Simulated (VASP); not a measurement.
A run of VASP 6.6.1 is set up as follows.

The input INCAR:

```
PREC = Accurate ; ENCUT = 520
EDIFF = 1E-6 ; ISMEAR = 0
SIGMA = 0.1 ; LREAL = False
LASPH = True ; NELM = 150
ALGO = Normal ; ISIF = 2
LWAVE = False ; LCHARG = False
ISPIN = 2 ; MAGMOM = 1 0 0
LORBIT = 11 ; LMAXMIX = 4
GGA = PE ; IVDW = 12
NBANDS = 23
```

Contents of KPOINTS:

```
regular mesh
0
Gamma
  6 6 6
```

File POSCAR:

```
TiO2
1.0
    1.4873175284      0.8587031754      4.8549639105
   -1.4873175284      0.8587031754      4.8549639105
    0.0000000000     -1.7174063508      4.8549639105
Ti O
1 2
Direct
    0.0000000000      0.0000000000      0.0000000000
    0.6002383688      0.6002383688      0.6002383688
    0.3997616312      0.3997616312      0.3997616312
```

Potentials or basis: VASP PAW PBE potentials, release 64 (Ti_sv, O).

Run with:

```console
$ cat potpaw_PBE.64/Ti_sv/POTCAR potpaw_PBE.64/O/POTCAR > POTCAR
$ mpirun -np 1 vasp_std > vasp.out
```

Task: Predict the net moment.

Result: 0.00 μB per cell.

Task: What does it give for the pressure?

Result: 0.4 GPa.

Task: What does it give for the largest force?

Result: 0.038 eV/Å.

Task: Predict the band gap on the k mesh.

Result: 2.47 eV (least direct gap 2.78 eV).

Forces in eV/Å, atoms in the order of the input:
```
Ti   0.000  0.000  0.000
O    0.000  0.000 -0.038
O    0.000  0.000  0.038
```

A k mesh can miss the band edges.
